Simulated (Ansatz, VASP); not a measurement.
**One calculation of Ba, two programs**

```
Ba
1.0
     4.08483    0.00000    0.00000
    -2.04242    3.53757    0.00000
     0.00000    0.00000   13.28623
Ba
4
Direct
  0.00000 0.00000 0.00000
  0.00000 0.00000 0.50000
  0.33333 0.66667 0.25000
  0.66667 0.33333 0.75000
```

Change from the starting cell: volume scaled by 0.75, LAPW.

Alike in both runs: task single point; functional PBE; k mesh 8 × 8 × 2; occupations fermi-dirac, width 0.08 eV; no spin polarisation.

```csv
,VASP,Ansatz
version,VASP 6.6.1,Ansatz 0.2.0
potentials or method,"VASP PAW PBE potentials, release 64 (Ba_sv), cutoff 520 eV","all-electron LAPW, scalar-relativistic"
```

```csv
,VASP,Ansatz,Ansatz less VASP
pressure (GPa),3.5,3.3,-0.22
"traceless stress, the component that is largest in VASP (GPa)",-0.09,-0.10,-0.008
```

Ansatz ran all-electron here, and VASP with PAW potentials.

Neither program's run includes spin-orbit coupling.
